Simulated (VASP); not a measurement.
ZnSe: single point with LDA

ZnSe:

```
CELL_PARAMETERS angstrom
0.00000 2.83242 2.83242
2.83242 0.00000 2.83242
2.83242 2.83242 0.00000
ATOMIC_POSITIONS crystal
Zn 0.00000 0.00000 0.00000
Se 0.25000 0.25000 0.25000
```

| Item | Value |
| --- | --- |
| Program | VASP 6.6.1 |
| Task | single point |
| Functional | LDA |
| Potentials or basis | VASP PAW LDA potentials, release 64 (Zn, Se) |
| Cutoff | 520 eV |
| k mesh | 4 × 4 × 4 |
| Occupations | gaussian, width 0.01 eV |
| Spin | no spin polarisation |

```
Pressure               : -2.7 GPa
Band gap on the k mesh : 1.05 eV, direct
```

Levels at points of the mesh, in eV from the valence-band top:
| k point | band 5 | band 6 | band 7 | band 8 | band 9 | band 10 | band 11 | band 12 | band 13 | band 14 |
| --- | --- | --- | --- | --- | --- | --- | --- | --- | --- | --- |
| (0.00, 0.00, 0.00) | -6.36 | -6.36 | 0.00 | 0.00 | 0.00 | 1.05 | 5.67 | 5.67 | 5.67 | 9.62 |
| (0.50, 0.00, 0.00) | -6.34 | -6.20 | -5.32 | -0.88 | -0.88 | 2.35 | 6.26 | 6.26 | 8.34 | 10.72 |
| (0.50, 0.50, 0.00) | -6.31 | -6.18 | -4.85 | -2.22 | -2.22 | 2.77 | 3.30 | 10.52 | 11.08 | 11.08 |

It took 6.3 s on 1 thread of Intel(R) Xeon(R) Platinum 8259CL CPU @ 2.50GHz (Skylake/Cascade Lake) (shared host), peak memory 0.14 GiB.

Caveat: the k points lie up to 0.48 Å⁻¹ apart. A hybrid or GW would open this gap; LDA tends to underestimate it.
